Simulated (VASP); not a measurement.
# Tl: single point with PBE

The system is Tl.

```
CELL_PARAMETERS angstrom
3.31776 0.00000 0.00000
-1.65888 2.87326 0.00000
0.00000 0.00000 5.52500
ATOMIC_POSITIONS crystal
Tl 0.66667 0.33333 0.75000
Tl 0.33333 0.66667 0.25000
```

- Program: VASP 6.6.1
- Task: single point
- Functional: PBE
- Potentials or basis: VASP PAW PBE potentials, release 64 (Tl_d)
- Cutoff: 520 eV
- k mesh: 8 × 8 × 4
- Occupations: fermi-dirac, width 0.05 eV
- Spin: no spin polarisation

| Quantity | Value |
| --- | --- |
| Pressure | 7.9 GPa |
| Band gap on the k mesh | zero (band 13 reaches 10.89 eV, above the bottom of band 14 at 4.93 eV) |

Stress tensor (GPa, compression positive):
```
7.21 0.00 0.00
0.00 7.21 0.00
0.00 0.00 9.15
```

Levels at points of the mesh, in eV from the Fermi level:
```tsv
k point	band 11	band 12	band 13	band 14	band 15	band 16
(0.00, 0.00, 0.00)	-10.69	-5.54	-3.39	9.03	9.03	10.44
(0.50, 0.00, 0.00)	-5.72	-4.76	-0.85	0.14	1.28	3.86
(0.00, 0.00, 0.50)	-9.19	-9.19	2.96	2.96	10.00	10.00
(0.50, 0.00, 0.50)	-4.62	-4.62	-2.61	-2.61	6.06	6.06
```

Run time: 44 s on 1 thread of Intel(R) Xeon(R) Platinum 8488C (Sapphire Rapids), on a shared host, peak memory 0.18 GiB.

Caveat: spin-orbit coupling is left out, which moves the levels of the heavy elements.
